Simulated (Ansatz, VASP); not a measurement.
## One calculation of Al3Cu, two programs

File POSCAR:

```
Al3Cu
1.0
    3.9241510000      0.0000000000      0.0000000000
    0.0000000000      3.9241510000      0.0000000000
    0.0000000000      0.0000000000      3.9241510000
Al Cu
3 1
Direct
    0.0000000000      0.5000000000      0.5000000000
    0.5000000000      0.0000000000      0.5000000000
    0.5000000000      0.5000000000      0.0000000000
    0.0000000000      0.0000000000      0.0000000000
```

Contents of INCAR.step1:

```
PREC = Accurate
ENCUT = 520
ISMEAR = 0
SIGMA = 0.1
LREAL = F
LASPH = T
NELM = 60
NBANDS = 18
GGA = PE
ALGO = Normal
EDIFF = 1E-4
LWAVE = T
LCHARG = F
```

Contents of INCAR.step2:

```
PREC = Accurate
ENCUT = 520
EDIFF = 1E-7
ISMEAR = 0
SIGMA = 0.1
LREAL = F
LASPH = T
NELM = 60
ALGO = Normal
ISIF = 2
LWAVE = F
LCHARG = T
METAGGA = R2SCAN
LMIXTAU = T
LELF = T
LVHAR = T
NBANDS = 18
ISTART = 1
```

File KPOINTS:

```
Automatic mesh
0
Gamma
  2 2 2
```

Input for Ansatz:

```yaml
crystal:
  lattice:
    - [3.924151, 0.0, 0.0]
    - [0.0, 3.924151, 0.0]
    - [0.0, 0.0, 3.924151]
  atoms:
    - { symbol: Al, position: [0.0, 0.5, 0.5] }
    - { symbol: Al, position: [0.5, 0.0, 0.5] }
    - { symbol: Al, position: [0.5, 0.5, 0.0] }
    - { symbol: Cu, position: [0.0, 0.0, 0.0] }
basis:
  ecutwfc: 500
kpoints:
  mp_grid: { grid: [2, 2, 2] }
hamiltonian:
  xc: r2scan
scf:
  occupations: { method: gaussian, width: 0.1 }
output:
  forces: true
  stress: true
  eigenvalues: true
```

Alike in both runs: task single point; functional r2SCAN; k mesh 2 × 2 × 2; occupations gaussian, width 0.1 eV; no spin polarisation.

|  | VASP | Ansatz |
| --- | --- | --- |
| version | VASP 6.6.1 | Ansatz 0.2.0 |
| potentials or method | VASP PAW PBE potentials, release 64 (Al, Cu), cutoff 520 eV | scalar-relativistic, plane waves, PAW |
| valence electrons in the cell | 20 | 28 |

|  | VASP | Ansatz | Ansatz less VASP |
| --- | --- | --- | --- |
| gap on the k mesh at the Fermi level (eV) | none | none | - |
| pressure (GPa) | -3.1 | -3.2 | -0.05 |

VASP's potentials were made for PBE, not for r2SCAN. A gap of «none» marks a metal or a gap that the smearing closes. The functional is the same, so the differences come from potentials, cutoffs and numerics. VASP's potentials hold 20 valence electrons a cell and Ansatz's 28, so a difference there can come from the potentials and not from the codes.

The k mesh is coarse, so the values compare programs but aren't converged.
